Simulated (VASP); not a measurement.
# GaN (Fm-3m) in VASP: a series of runs

GaN is run at these levels: LDA; tasks: single point.

Everything below comes from runs of VASP 6.6.1. Logs are shortened: lines on timing, memory, paths and dates and some standing lists are left out, and cuts for length are marked.

## 1. The cell of the first run

It takes space group Fm-3m (No. 225, cubic). The conventional cell has a = 4.308 Å, b = 4.308 Å, c = 4.308 Å, α = 90.00°, β = 90.00°, γ = 90.00°. Within 2.9 Å of Ga (site symmetry m-3m) lie 6 N at 2.15 Å. N (site symmetry m-3m) has 6 Ga at 2.15 Å within 2.9 Å.

## 2. Single point, LDA

Input file INCAR:

```
  PREC = Accurate
  ENCUT = 600
  EDIFF = 1E-6
  ISMEAR = -1
  SIGMA = 0.05
  LREAL = F
  LASPH = T
  NELM = 120
  ALGO = Normal
  ISIF = 2
  LWAVE = F
  LCHARG = F
  GGA = CA
  NBANDS = 16
  GGA_COMPAT = F
```

Input file KPOINTS:

```
regular mesh
0
Gamma
  8 8 8
```

Input file POSCAR:

```
GaN
1.0
    0.0000000000      2.1540536566      2.1540536566
    2.1540536566      0.0000000000      2.1540536566
    2.1540536566      2.1540536566      0.0000000000
Ga N
1 1
Direct
    0.0000000000      0.0000000000      0.0000000000
    0.5000000000      0.5000000000      0.5000000000
```

Potentials or basis: VASP PAW LDA potentials, release 64 (Ga_d, N).

Launch:

```console
> cat potpaw_LDA.64/Ga_d/POTCAR potpaw_LDA.64/N/POTCAR > POTCAR
> mpirun -np 1 vasp_std > vasp.out
```

OUTCAR:

```text
PREC = Accurate
   ENCUT = 600
   EDIFF = 1E-6
   ISMEAR = -1
   LREAL = F
   LASPH = T
   NELM = 120
   ISIF = 2
   GGA = CA

 ion  position               nearest neighbor table
   1  0.000  0.000  0.000-   2 2.15   2 2.15   2 2.15   2 2.15   2 2.15   2 2.15
   2  0.500  0.500  0.500-   1 2.15   1 2.15   1 2.15   1 2.15   1 2.15   1 2.15

  LATTYP: Found a face centered cubic cell.
 ALAT       =     4.3081073132

  Lattice vectors:

 A1 = (   0.0000000000,   2.1540536566,   2.1540536566)
 A2 = (   2.1540536566,   0.0000000000,   2.1540536566)
 A3 = (   2.1540536566,   2.1540536566,   0.0000000000)

Analysis of symmetry for initial positions (statically):
=====================================================================
 Subroutine PRICEL returns:
 Original cell was already a primitive cell.

 Routine SETGRP: Setting up the symmetry group for a
 face centered cubic supercell.

 Subroutine GETGRP returns: Found 48 space group operations
 (whereof 48 operations were pure point group operations)
 out of a pool of 48 trial point group operations.

The static configuration has the point symmetry O_h .

Analysis of symmetry for dynamics (positions and initial velocities):
=====================================================================
 Subroutine PRICEL returns:
 Original cell was already a primitive cell.

 Routine SETGRP: Setting up the symmetry group for a
 face centered cubic supercell.

 Subroutine GETGRP returns: Found 48 space group operations
 (whereof 48 operations were pure point group operations)
 out of a pool of 48 trial point group operations.

The dynamic configuration has the point symmetry O_h .

 Subroutine INISYM returns: Found 48 space group operations
 (whereof 48 operations are pure point group operations),
 and found     1 'primitive' translations

----------------------------------------------------------------------------------------

                                     Primitive cell

  volume of cell :      19.9894

  direct lattice vectors                    reciprocal lattice vectors
     0.000000000  2.154053657  2.154053657    -0.232120495  0.232120495  0.232120495
     2.154053657  0.000000000  2.154053657     0.232120495 -0.232120495  0.232120495
     2.154053657  2.154053657  0.000000000     0.232120495  0.232120495 -0.232120495

  length of vectors
     3.046291895  3.046291895  3.046291895     0.402044490  0.402044490  0.402044490

  position of ions in fractional coordinates (direct lattice)
     0.000000000  0.000000000  0.000000000
     0.500000000  0.500000000  0.500000000

  ion indices of the primitive-cell ions
   primitive index   ion index
                 1           1
                 2           2

----------------------------------------------------------------------------------------

 KPOINTS: regular mesh

Automatic generation of k-mesh.
 Grid dimensions read from file:
 generate k-points for:    8    8    8

 Generating k-lattice:

  Cartesian coordinates                     Fractional coordinates (reciprocal lattice)
    -0.029015062  0.029015062  0.029015062     0.125000000  0.000000000  0.000000000
     0.029015062 -0.029015062  0.029015062     0.000000000  0.125000000  0.000000000
     0.029015062  0.029015062 -0.029015062     0.000000000  0.000000000  0.125000000

  Length of vectors
     0.050255561  0.050255561  0.050255561

  Shift w.r.t. Gamma in fractional coordinates (k-lattice)
     0.000000000  0.000000000  0.000000000

 Subroutine IBZKPT returns following result:
 ===========================================

 Found     29 irreducible k-points:

 Following reciprocal coordinates:
            Coordinates               Weight
  0.000000  0.000000  0.000000      1.000000
  0.125000  0.000000  0.000000      8.000000
  0.250000  0.000000  0.000000      8.000000
  0.375000  0.000000  0.000000      8.000000
  0.500000  0.000000  0.000000      4.000000
  0.125000  0.125000  0.000000      6.000000
[... 16 lines left out ...]
  0.500000  0.250000  0.125000     48.000000
 -0.375000  0.250000  0.125000     24.000000
 [... further k-points ...]
   k-points           NKPTS =     29   k-points in BZ     NKDIM =     29   number of bands    NBANDS=     16
   number of dos      NEDOS =    301   number of ions     NIONS =      2
   total plane-waves  NPLWV =  13824
   dimension x,y,z NGX =    24 NGY =   24 NGZ =   24
   dimension x,y,z NGXF=    48 NGYF=   48 NGZF=   48
   ions per type =               1   1
   NGX,Y,Z   is equivalent  to a cutoff of  13.10, 13.10, 13.10 a.u.
   NGXF,Y,Z  is equivalent  to a cutoff of  26.20, 26.20, 26.20 a.u.
 SYSTEM =  unknown system
   PREC   = accura    normal or accurate (medium, high low for compatibility)
   ISTART =      0    job   : 0-new  1-cont  2-samecut
   ICHARG =      2    charge: 1-file 2-atom 10-const
   ISPIN  =      1    spin polarized calculation?
   LNONCOLLINEAR =      F non collinear calculations
   LSORBIT =      F    spin-orbit coupling
   LASPH  =      T    aspherical Exc in radial PAW
   ENCUT  =  600.0 eV  44.10 Ry    6.64 a.u.   6.08  6.08  6.08*2*pi/ulx,y,z
   NELM   =    120;   NELMIN=  2; NELMDL= -5     # of ELM steps
   EDIFF  = 0.1E-05   stopping-criterion for ELM
   LREAL  =      F    real-space projection
   EDIFFG = 0.1E-04   stopping-criterion for IOM
   NSW    =      0    number of steps for IOM
   IBRION =     -1    ionic relax: 0-MD 1-quasi-New 2-CG
   NFREE  =      0    steps in history (QN), initial steepest desc. (CG)
   ISIF   =      2    stress and relaxation
   ISYM   =      2    0-nonsym 1-usesym 2-fastsym
   POTIM  = 0.5000    time-step for ionic-motion
   TEBEG  =    0.0;   TEEND  =   0.0 temperature during run
   PSTRESS=    0.0 pullay stress
   NELECT =      18.0000    total number of electrons
   NUPDOWN=      -1.0000    fix difference up-down
   EMIN   =  10.00;   EMAX   =-10.00  energy-range for DOS
   EFERMI =   0.00;   METHOD = LEGACY
   ISMEAR =    -1;   SIGMA  =   0.05  broadening in eV -4-tet -1-fermi 0-gaus
   EFERMI_NEDOS =   21; number of points for ismear=-14 and -15
   IALGO  =     38    algorithm
   IMIX   =      4    mixing-type and parameters
     AMIX     =   0.40;   BMIX     =  1.00
     AMIX_MAG =   1.60;   BMIX_MAG =  1.00
  volume/ion in A,a.u.               =       9.99        67.45
  Fermi-wavevector in a.u.,A,eV,Ry     =   1.580881  2.987432 34.003468  2.499184
  Thomas-Fermi vector in A             =   2.681041
   LORBIT       =      0    0 simple, 1 ext, 2 COOP (PROOUT), +10 PAW based schemes
   GGA     = CA    functional components
   LHFCALC =     F    Hartree Fock is set to
   AEXX    =    0.0000 exact exchange contribution
   IVDW    =     0    specifies the selected vdW correction
   LEPSILON=     F    determine dielectric tensor
   LRPA    =     F    only Hartree local field effects (RPA)
 non-spin polarized calculation
  energy-cutoff  :      600.00
  volume of cell :       19.99
 maximum number of plane-waves:       692
   NGX = 13   NGY = 13   NGZ = 13

 number of electron      17.9999995 magnetization

 Free energy of the ion-electron system (eV)
  ---------------------------------------------------
  ext. energy  EPLUGINS =         0.00000000
  ---------------------------------------------------
  free energy    TOTEN  =       -12.98966582 eV

  energy without entropy =      -12.98779781  energy(sigma->0) =      -12.98873181

 E-fermi :   7.0717     XC(G=0): -13.1540

 val. band max:        7.0388039022   @ k =   0.5000   0.5000   0.0000
 cond. band min:       8.1858340359   @ k =   0.3750   0.3750   0.0000
 fundamental gap:      1.1470301337
 Fermi energy:         7.0717198991

 k-point     1 :       0.0000    0.0000    0.0000
  band No.  band energies     occupation
      1      -9.6716      2.00000
      2      -7.1360      2.00000
      3      -7.1360      2.00000
      4      -7.1360      2.00000
      5      -7.0525      2.00000
      6      -7.0525      2.00000
[... 8 lines left out ...]
     15      21.7034      0.00000
     16      21.7034      0.00000

 k-point     2 :       0.1250    0.0000    0.0000
  band No.  band energies     occupation
      1      -9.3819      2.00000
      2      -7.1446      2.00000
      3      -7.1261      2.00000
      4      -7.1261      2.00000
      5      -7.0648      2.00000
      6      -7.0648      2.00000
[... 8 lines left out ...]
     15      22.5076      0.00000
     16      22.5076      0.00000

 k-point     3 :       0.2500    0.0000    0.0000
  band No.  band energies     occupation
      1      -8.5665      2.00000
      2      -7.1695      2.00000
      3      -7.1695      2.00000
      4      -7.1595      2.00000
      5      -7.0261      2.00000
      6      -7.0261      2.00000
[... 8 lines left out ...]
     15      24.2332      0.00000
     16      24.2332      0.00000

 k-point     4 :       0.3750    0.0000    0.0000
  band No.  band energies     occupation
      1      -7.5256      2.00000
      2      -7.2338      2.00000
      3      -7.2338      2.00000
      4      -7.0930      2.00000
      5      -6.9652      2.00000
      6      -6.9652      2.00000
[... 8 lines left out ...]
     15      26.8250      0.00000
     16      26.8250      0.00000
[... 324 lines left out ...]
 k-point    22 :       0.3750    0.2500    0.1250
  band No.  band energies     occupation
      1      -8.2756      2.00000
      2      -7.1897      2.00000
      3      -7.1321      2.00000
      4      -7.0627      2.00000
      5      -7.0268      2.00000
      6      -6.6880      2.00000
[... 8 lines left out ...]
     15      27.3611      0.00000
     16      27.7408      0.00000

 k-point    23 :       0.5000    0.2500    0.1250
  band No.  band energies     occupation
      1      -7.9858      2.00000
      2      -7.1989      2.00000
      3      -7.1529      2.00000
      4      -7.0772      2.00000
      5      -6.9619      2.00000
      6      -5.9017      2.00000
[... 8 lines left out ...]
     15      27.2901      0.00000
     16      28.8557      0.00000

 k-point    24 :      -0.3750    0.2500    0.1250
  band No.  band energies     occupation
      1      -7.9150      2.00000
      2      -7.2185      2.00000
      3      -7.1501      2.00000
      4      -7.0811      2.00000
      5      -6.9361      2.00000
      6      -5.3254      2.00000
[... 8 lines left out ...]
     15      25.2100      0.00000
     16      29.7599      0.00000

 [... further k-points ...]

------------------------ aborting loop because EDIFF is reached ----------------------------------------

  FORCE on cell =-STRESS in cart. coord.  units (eV):
  Direction    XX          YY          ZZ          XY          YZ          ZX
  --------------------------------------------------------------------------------------
  -------------------------------------------------------------------------------------
  Total       -2.1191519     -2.1191519     -2.1191519      0.0000000     -0.0000000      0.0000000
  in kB     -169.8529611   -169.8529611   -169.8529611      0.0000000     -0.0000000      0.0000000
  external PRESSURE =    -169.8529611 kB  Pullay stress =       0.0000000 kB

 VOLUME and BASIS-vectors are now :
 -----------------------------------------------------------------------------
  energy-cutoff  :      600.00
  volume of cell :       19.99
      direct lattice vectors                 reciprocal lattice vectors
     0.000000000  2.154053657  2.154053657    -0.232120495  0.232120495  0.232120495
     2.154053657  0.000000000  2.154053657     0.232120495 -0.232120495  0.232120495
     2.154053657  2.154053657  0.000000000     0.232120495  0.232120495 -0.232120495

 POSITION                                       TOTAL-FORCE (eV/Angst)
 -----------------------------------------------------------------------------------
      0.00000      0.00000      0.00000         0.000000      0.000000      0.000000
      2.15405      2.15405      2.15405         0.000000     -0.000000     -0.000000
 -----------------------------------------------------------------------------------
    total drift:                                0.000000     -0.000000     -0.000000

  FREE ENERGIE OF THE ION-ELECTRON SYSTEM (eV)
  ---------------------------------------------------
  free  energy   TOTEN  =       -12.9896658215 eV

  energy  without entropy=      -12.9877978059  energy(sigma->0) =      -12.98873181
```

Wall time 15 s (1 thread of AMD EPYC 7R43 (Zen 3), shared host); peak memory 0.1 GiB.

Results:

```yaml
Free_energy: -12.9897 eV
Pressure: -17.0 GPa
```

## 3. Single point, LDA

This run uses another cell than the first one, of 10.25 Å³/atom, 1.026 times its volume.

Input file INCAR:

```
PREC = Accurate
ENCUT = 600
EDIFF = 1E-6
ISMEAR = -1
SIGMA = 0.05
LREAL = False
LASPH = True
NELM = 120
ALGO = Normal
ISIF = 2
LWAVE = False
LCHARG = True
GGA = CA
LELF = True
LVHAR = True
NBANDS = 16
GGA_COMPAT = False
```

KPOINTS is that of step 2.

Input file POSCAR:

```
GaN
1.0
    0.0000000000      2.1725442920      2.1725442920
    2.1725442920      0.0000000000      2.1725442920
    2.1725442920      2.1725442920      0.0000000000
Ga N
1 1
Direct
    0.0000000000      0.0000000000      0.0000000000
    0.5000000000      0.5000000000      0.5000000000
```

Potentials or basis: VASP PAW LDA potentials, release 64 (Ga_d, N).

Launch:

```console
> cat potpaw_LDA.64/Ga_d/POTCAR potpaw_LDA.64/N/POTCAR > POTCAR
> mpirun -np 1 vasp_std > vasp.out
```

OUTCAR:

```text
PREC = Accurate
   ENCUT = 600
   EDIFF = 1E-6
   ISMEAR = -1
   LREAL = False
   LASPH = True
   NELM = 120
   ISIF = 2
   GGA = CA

 ion  position               nearest neighbor table
   1  0.000  0.000  0.000-   2 2.17   2 2.17   2 2.17   2 2.17   2 2.17   2 2.17
   2  0.500  0.500  0.500-   1 2.17   1 2.17   1 2.17   1 2.17   1 2.17   1 2.17

  LATTYP: Found a face centered cubic cell.
 ALAT       =     4.3450885840

  Lattice vectors:

[... 642 lines left out ...]

------------------------ aborting loop because EDIFF is reached ----------------------------------------

  FORCE on cell =-STRESS in cart. coord.  units (eV):
  Direction    XX          YY          ZZ          XY          YZ          ZX
  --------------------------------------------------------------------------------------
  -------------------------------------------------------------------------------------
  Total       -2.6563996     -2.6563996     -2.6563996     -0.0000000     -0.0000000      0.0000000
  in kB     -207.5238796   -207.5238796   -207.5238796     -0.0000000     -0.0000000      0.0000000
  external PRESSURE =    -207.5238796 kB  Pullay stress =       0.0000000 kB

 VOLUME and BASIS-vectors are now :
 -----------------------------------------------------------------------------
  energy-cutoff  :      600.00
  volume of cell :       20.51
      direct lattice vectors                 reciprocal lattice vectors
     0.000000000  2.172544292  2.172544292    -0.230144905  0.230144905  0.230144905
     2.172544292  0.000000000  2.172544292     0.230144905 -0.230144905  0.230144905
     2.172544292  2.172544292  0.000000000     0.230144905  0.230144905 -0.230144905

 POSITION                                       TOTAL-FORCE (eV/Angst)
 -----------------------------------------------------------------------------------
      0.00000      0.00000      0.00000         0.000000     -0.000000      0.000000
      2.17254      2.17254      2.17254        -0.000000      0.000000     -0.000000
 -----------------------------------------------------------------------------------
    total drift:                                0.000000      0.000000      0.000000

  FREE ENERGIE OF THE ION-ELECTRON SYSTEM (eV)
  ---------------------------------------------------
  free  energy   TOTEN  =       -12.9288722606 eV

  energy  without entropy=      -12.9268009647  energy(sigma->0) =      -12.92783661
```

stdout:

```text
POSCAR found type information on POSCAR GaN
 POSCAR found :  2 types and       2 ions
 scaLAPACK will be used
 LDA part: xc-table for (Slater(with rela. corr.)+CA(PZ))
 , standard interpolation
 POSCAR, INCAR and KPOINTS ok, starting setup
 FFT: planning ... GRIDC
 FFT: planning ... GRID_SOFT
 FFT: planning ... GRID
 WAVECAR not read
 entering main loop
```

It took 25 s on 1 thread of AMD EPYC 7R43 (Zen 3), shared host; peak memory 0.11 GiB.

What came out:

* Free energy: -12.9289 eV
* Pressure: -20.8 GPa
* Band gap on the k mesh: zero (band 9 reaches 6.64 eV, above the bottom of band 10 at 6.59 eV)

## 4. Single point, LDA

This run uses another cell than the first one, of 10.51 Å³/atom, 1.052 times its volume.

Input file INCAR:

```
SYSTEM = GaN
PREC = Accurate
ENCUT = 600
EDIFF = 1E-6
ISMEAR = -1
SIGMA = 0.05
LREAL = .False.
LASPH = .True.
NELM = 120
ALGO = Normal
ISIF = 2
LWAVE = .False.
LCHARG = .False.
NBANDS = 16
GGA_COMPAT = .False.
```

Input file KPOINTS:

```
Automatic mesh
0
Gamma
  8 8 8
  0 0 0
```

Input file POSCAR:

```
GaN
1.0
    0.0000000000      2.1907254242      2.1907254242
    2.1907254242      0.0000000000      2.1907254242
    2.1907254242      2.1907254242      0.0000000000
Ga N
1 1
Direct
    0.0000000000      0.0000000000      0.0000000000
    0.5000000000      0.5000000000      0.5000000000
```

Launch:

```console
> cat potpaw_LDA.64/Ga_d/POTCAR potpaw_LDA.64/N/POTCAR > POTCAR
> mpirun -np 1 vasp_std > vasp.out
```

Wall time 24 s (1 thread of AMD EPYC 7R43 (Zen 3), shared host); peak memory 0.11 GiB.

The run converged. Its results:

| Item | Value |
| --- | --- |
| Free energy | -12.8565 eV |
| Pressure | -24.2 GPa |
| Band gap on the k mesh | zero (band 9 reaches 6.35 eV, above the bottom of band 10 at 6.15 eV) |

Levels at points of the mesh, in eV from the Fermi level:
| k point | band 5 | band 6 | band 7 | band 8 | band 9 | band 10 | band 11 | band 12 | band 13 | band 14 |
| --- | --- | --- | --- | --- | --- | --- | --- | --- | --- | --- |
| (0.00, 0.00, 0.00) | -14.13 | -14.13 | -0.51 | -0.51 | -0.51 | 1.05 | 13.97 | 13.97 | 13.97 | 13.99 |
| (0.50, 0.00, 0.00) | -14.03 | -13.46 | -7.86 | -0.26 | -0.26 | 4.13 | 7.81 | 8.22 | 8.22 | 15.16 |
| (0.50, 0.50, 0.00) | -13.99 | -11.13 | -6.46 | -2.78 | -2.78 | -0.30 | 7.58 | 10.64 | 12.86 | 12.86 |

## 5. The runs side by side

```tsv
cell	gap on the mesh (eV)	pressure (GPa)
a = 3.046 Å, angles 60.0°, 2 atoms	-	-17.0
a = 3.072 Å, angles 60.0°, 2 atoms	none	-20.8
a = 3.098 Å, angles 60.0°, 2 atoms	none	-24.2
```

Alike in all rows: task single point; level LDA; potentials or basis VASP PAW LDA potentials, release 64 (Ga_d, N); no spin polarisation; k mesh 8 × 8 × 8; cutoff (eV) 600; smearing fermi-dirac 0.05 eV.

Total energies depend on the potentials used, so only differences within one code and one set of settings carry meaning.
